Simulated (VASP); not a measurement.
## Br: single point with PBE

The system is Br.

```
CELL_PARAMETERS angstrom
-1.31815 1.31815 2.67880
1.31815 -1.31815 2.67880
1.31815 1.31815 -2.67880
ATOMIC_POSITIONS crystal
Br 0.00000 0.00000 0.00000
```

```yaml
Program: VASP 6.6.1
Task: single point
Functional: PBE
Potentials_or_basis: VASP PAW PBE potentials, release 64 (Br)
Cutoff: 500 eV
k_mesh: 13 × 13 × 13
Occupations: fermi-dirac, width 0.05 eV
Spin: no spin polarisation
Dipole_correction: no
Further_INCAR_settings: ALGO = Normal; EDIFF = 1e-06; NBANDS = 10
```

```yaml
Pressure: 30.0 GPa
Band_gap_on_the_k_mesh: zero (an odd number of electrons rules out a gap without spin polarisation)
```

Levels at points of the mesh, in eV from the Fermi level:
```csv
k point,band 1,band 2,band 3,band 4,band 5,band 6
"(0.00, 0.00, 0.00)",-18.94,-0.86,1.80,1.80,7.91,9.99
```

Run time: 18 s on 1 thread of Intel Xeon 8259CL, on a shared host, peak memory 0.16 GiB.

Caveat: the cell stands under pressure; an odd number of electrons without spin polarisation forces a metal; a magnetic or distorted state may lie lower.
